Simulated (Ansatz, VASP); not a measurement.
One calculation of AlCu3, two programs

File INCAR:

```
SYSTEM = AlCu3
PREC = Accurate
ENCUT = 520
EDIFF = 1E-7
ISMEAR = 0
SIGMA = 0.1
LREAL = .FALSE.
LASPH = .TRUE.
NELM = 100
ALGO = Normal
ISIF = 2
LWAVE = .FALSE.
LCHARG = .FALSE.
GGA = CA
NBANDS = 46
```

File KPOINTS:

```
Automatic mesh
0
G
  6 6 4
  0 0 0
```

POSCAR

```
AlCu3
1.0
    5.1379173640      0.0000000000      0.0000000000
   -2.5689586820      4.4495669597      0.0000000000
    0.0000000000      0.0000000000      4.2061400600
Al Cu
2 6
Direct
    0.6666666700      0.3333333300      0.2500000000
    0.3333333300      0.6666666700      0.7500000000
    0.3310647100      0.1655323600      0.7500000000
    0.8344676400      0.1655323600      0.7500000000
    0.8344676400      0.6689352900      0.7500000000
    0.6689352900      0.8344676400      0.2500000000
    0.1655323600      0.8344676400      0.2500000000
    0.1655323600      0.3310647100      0.2500000000
```

Input for Ansatz:

```yaml
crystal:
  lattice:
    - [5.137917364, 0.0, 0.0]
    - [-2.568958682, 4.4495669597, 0.0]
    - [0.0, 0.0, 4.20614006]
  atoms:
    - { symbol: Al, position: [0.66666667, 0.33333333, 0.25] }
    - { symbol: Al, position: [0.33333333, 0.66666667, 0.75] }
    - { symbol: Cu, position: [0.33106471, 0.16553236, 0.75] }
    - { symbol: Cu, position: [0.83446764, 0.16553236, 0.75] }
    - { symbol: Cu, position: [0.83446764, 0.66893529, 0.75] }
    - { symbol: Cu, position: [0.66893529, 0.83446764, 0.25] }
    - { symbol: Cu, position: [0.16553236, 0.83446764, 0.25] }
    - { symbol: Cu, position: [0.16553236, 0.33106471, 0.25] }
basis:
  ecutwfc: 420
kpoints:
  mp_grid: { grid: [6, 6, 4] }
hamiltonian:
  xc: lda
scf:
  occupations: { method: gaussian, width: 0.1 }
output:
  forces: true
  stress: true
  eigenvalues: true
```

Alike in both runs: task single point; functional LDA; k mesh 6 × 6 × 4; occupations gaussian, width 0.1 eV; no spin polarisation.

|  | VASP | Ansatz |
| --- | --- | --- |
| version | VASP 6.6.1 | Ansatz 0.2.0 |
| potentials or method | VASP PAW LDA potentials, release 64 (Al, Cu), cutoff 520 eV | scalar-relativistic, plane waves, PAW |
| valence electrons in the cell | 72 | 120 |

```csv
,VASP,Ansatz,Ansatz less VASP
gap on the k mesh at the Fermi level (eV),none,none,-
pressure (GPa),-5.3,-5.9,-0.65
"traceless stress, the component that is largest in VASP (GPa)",-1.12,-1.16,-0.035
rms of the force components (eV/Å),0.017,0.017,+0.0001
```

LDA's correlation is that of Perdew and Zunger in VASP and of Perdew and Wang (1992) in Ansatz. Atom by atom the forces differ by 0.000 eV/Å (rms over components). A gap of «none» marks a metal or a gap that the smearing closes. VASP's potentials hold 72 valence electrons a cell and Ansatz's 120, so a difference there can come from the potentials and not from the codes.

The k mesh is coarse, so the values compare programs but aren't converged.
